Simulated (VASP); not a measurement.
# Y2TaN3 (P-6m2) in VASP: notebook, part 2 of 2

VASP 6.6.1.

### 3 Relaxation of cell and atoms, PBE

This run uses another cell than the first one, of 20.35 Å³/atom, 1.316 times its volume.

Contents of INCAR:

```
SYSTEM = Y2TaN3
PREC = Accurate
ENCUT = 600
EDIFF = 1E-6
ISMEAR = 0
SIGMA = 0.1
LREAL = .False.
LASPH = .True.
NELM = 100
ALGO = Normal
ISIF = 3
LWAVE = .False.
LCHARG = .False.
GGA = PE
IBRION = 2
NSW = 90
EDIFFG = -0.04
```

Contents of KPOINTS:

```
Automatic mesh
0
Gamma
  6 6 2
  0 0 0
```

Contents of POSCAR:

```
Y2TaN3
1.0
    4.0149816500      0.0000000000      0.0000000000
   -2.0074908300      3.4770761100      0.0000000000
    0.0000000000      0.0000000000      8.7464314500
Y Ta N
2 1 3
Direct
    0.3333333300      0.6666666700      0.2516720000
    0.3333333300      0.6666666700      0.7483280000
    0.6666666700      0.3333333300      0.0000000000
    0.6666666700      0.3333333300      0.5000000000
    0.0000000000      0.0000000000      0.0000000000
    0.0000000000      0.0000000000      0.5000000000
```

Potentials or basis: VASP PAW PBE potentials, release 64 (Y_sv, Ta_pv, N).

Launch:

```sh
> cat potpaw_PBE.64/Y_sv/POTCAR potpaw_PBE.64/Ta_pv/POTCAR potpaw_PBE.64/N/POTCAR > POTCAR
> mpirun -np 1 vasp_std > vasp.out
```

OUTCAR:

```text
SYSTEM = Y2TaN3
   PREC = Accurate
   ENCUT = 600
   EDIFF = 1E-6
   ISMEAR = 0
   LREAL = .False.
   LASPH = .True.
   NELM = 100
   ISIF = 3
   GGA = PE
   IBRION = 2
   NSW = 90
   EDIFFG = -0.04

 ion  position               nearest neighbor table
   1  0.333  0.667  0.252-   3 3.20   3 3.20   3 3.20   2 4.34
   2  0.333  0.667  0.748-   3 3.20   3 3.20   3 3.20   1 4.34
   3  0.667  0.333  0.000-   5 2.32   5 2.32   5 2.32   2 3.20   1 3.20   2 3.20   1 3.20   1 3.20
                             2 3.20
   4  0.667  0.333  0.500-
   5  0.000  0.000  0.000-   3 2.32   3 2.32   3 2.32
   6  0.000  0.000  0.500-

  LATTYP: Found a hexagonal cell.
 ALAT       =     4.0149816500
 C/A-ratio  =     2.1784486736

  Lattice vectors:

 A1 = (   4.0149816500,   0.0000000000,   0.0000000000)
 A2 = (  -2.0074908300,   3.4770761100,   0.0000000000)
 A3 = (   0.0000000000,   0.0000000000,   8.7464314500)

Analysis of symmetry for initial positions (statically):
=====================================================================
 Subroutine PRICEL returns:
 Original cell was already a primitive cell.

 Routine SETGRP: Setting up the symmetry group for a
 hexagonal supercell.

 Subroutine GETGRP returns: Found 12 space group operations
 (whereof 12 operations were pure point group operations)
 out of a pool of 24 trial point group operations.

The static configuration has the point symmetry D_3h.

Analysis of symmetry for dynamics (positions and initial velocities):
[... 157 lines left out ...]
  energy without entropy =      -43.91030359  energy(sigma->0) =      -43.92754006

 E-fermi :   3.1029     XC(G=0):  -9.8899

 val. band max:        3.0998312868   @ k =   0.1667   0.1667   0.5000
 cond. band min:       3.1084856141   @ k =   0.0000   0.0000   0.5000
 fundamental gap:      0.0086543273
 Fermi energy:         3.1029169697

 k-point     1 :       0.0000    0.0000    0.0000
  band No.  band energies     occupation
      1     -40.3382      2.00000
      2     -40.3374      2.00000
      3     -31.3785      2.00000
      4     -31.3785      2.00000
      5     -31.0651      2.00000
      6     -20.3098      2.00000
[... 536 lines left out ...]
  FREE ENERGIE OF THE ION-ELECTRON SYSTEM (eV)
  ---------------------------------------------------
  free  energy   TOTEN  =       -47.4778893628 eV

  energy  without entropy=      -47.4592021830  energy(sigma->0) =      -47.46854577

[... ionic steps 4 to 10 ...]

--------------------------------------- Ionic step       11  -------------------------------------------

 number of electron      47.9999999 magnetization

------------------------ aborting loop because EDIFF is reached ----------------------------------------
[... 75 lines left out ...]
--------------------------------------- Ionic step       13  -------------------------------------------

 number of electron      47.9999998 magnetization

 Free energy of the ion-electron system (eV)
  ---------------------------------------------------
  ext. energy  EPLUGINS =         0.00000000
  ---------------------------------------------------
  free energy    TOTEN  =       -50.56397278 eV

  energy without entropy =      -50.54837568  energy(sigma->0) =      -50.55617423

 E-fermi :   5.2689     XC(G=0): -11.1037

 val. band max:        5.1785328979   @ k =   0.5000   0.0000   0.5000
 cond. band min:       5.2783174829   @ k =   0.5000   0.0000   0.0000
 fundamental gap:      0.0997845850
 Fermi energy:         5.2689106686

 k-point     1 :       0.0000    0.0000    0.0000
  band No.  band energies     occupation
      1     -37.1725      2.00000
      2     -37.0437      2.00000
      3     -29.6562      2.00000
      4     -29.6562      2.00000
      5     -29.6062      2.00000
      6     -18.0095      2.00000
[... 456 lines left out ...]
  FREE ENERGIE OF THE ION-ELECTRON SYSTEM (eV)
  ---------------------------------------------------
  free  energy   TOTEN  =       -50.5639727777 eV

  energy  without entropy=      -50.5483756794  energy(sigma->0) =      -50.55617423

 reached required accuracy - stopping structural energy minimisation
```

CONTCAR:

```text
Y2TaN3
   1.00000000000000
     3.5409258602609350    0.0000000008063839    0.0000000000000000
    -1.7704629338417601    3.0665317507369338    0.0000000000000000
     0.0000000000000000    0.0000000000000000    8.5206965613318353
  Y               Ta              N
     2     1     3
Direct
     0.3333333300000021    0.6666666699999979    0.3298548272181094
     0.3333333300000021    0.6666666699999979    0.6701451727818906
     0.6666666699999979    0.3333333300000021    1.0000000000000000
     0.6666666699999979    0.3333333300000021    0.5000000000000000
     0.0000000000000000    0.0000000000000000    1.0000000000000000
     0.0000000000000000    0.0000000000000000    0.5000000000000000

  0.00000000E+00  0.00000000E+00  0.00000000E+00
  0.00000000E+00  0.00000000E+00  0.00000000E+00
  0.00000000E+00  0.00000000E+00  0.00000000E+00
  0.00000000E+00  0.00000000E+00  0.00000000E+00
  0.00000000E+00  0.00000000E+00  0.00000000E+00
  0.00000000E+00  0.00000000E+00  0.00000000E+00
```

Wall time 7.7 min (1 thread of AMD EPYC 9R45 (Zen 5), shared host); peak memory 0.3 GiB.

Results:

```yaml
Free_energy: -50.5640 eV
Relaxed_volume: 15.42 Å³/atom
Relaxed_cell: a = 3.541 Å, b = 3.541 Å, c = 8.521 Å, α = 90.00°, β = 90.00°, γ = 120.00°
Space_group_after_relaxing_to_0.05_Å: P-6m2 (No. 187)
Energy_gained_by_relaxing: 1103.2 meV/atom
Ionic_steps: 13
Pressure_after_relaxing: 0.1 GPa
Largest_force_after_relaxing: 0.017 eV/Å
Band_gap_on_the_k_mesh: zero (band 24 reaches 5.76 eV, above the bottom of band 25 at 4.20 eV)
```

Forces in eV/Å, atoms in the order of the input:
```
Y    0.000  0.000  0.017
Y    0.000  0.000 -0.017
Ta   0.000  0.000  0.000
N    0.000  0.000  0.000
N    0.000  0.000  0.000
N    0.000  0.000  0.000
```

The path:
```tsv
step	energy change (eV)	largest force (eV/Å)	pressure (GPa)	volume (Å³)
1	0.0000	2.4945	-21.18	122.10
2	-3.2802	4.6595	16.77	80.39
3	-3.5331	4.3188	3.57	86.74
4	-5.2571	3.4400	10.30	81.72
5	-5.1981	1.6865	28.81	76.75
6	-5.6004	1.8903	16.23	79.56
7	-6.1999	0.6342	-5.47	94.36
8	-6.3165	0.0283	-0.55	89.66
9	-6.5855	0.0271	-0.25	91.60
10	-6.6178	0.0982	0.22	92.60
11	-6.6188	0.0881	0.12	92.45
12	-6.6187	0.0829	0.09	92.40
13	-6.6192	0.0166	0.05	92.52
```

Final structure:
```yaml
crystal:
  lattice:
    - [3.54093, 0.00000, 0.00000]
    - [-1.77046, 3.06653, 0.00000]
    - [0.00000, 0.00000, 8.52070]
  atoms:
    - { symbol: Y, position: [0.33333, 0.66667, 0.32985] }
    - { symbol: Y, position: [0.33333, 0.66667, 0.67015] }
    - { symbol: Ta, position: [0.66667, 0.33333, 0.00000] }
    - { symbol: N, position: [0.66667, 0.33333, 0.50000] }
    - { symbol: N, position: [0.00000, 0.00000, 0.00000] }
    - { symbol: N, position: [0.00000, 0.00000, 0.50000] }
```

Caveat: the volume moved by over 15 % at a fixed basis, so the end points are rough; spin-orbit coupling is left out, which moves the levels of the heavy elements.
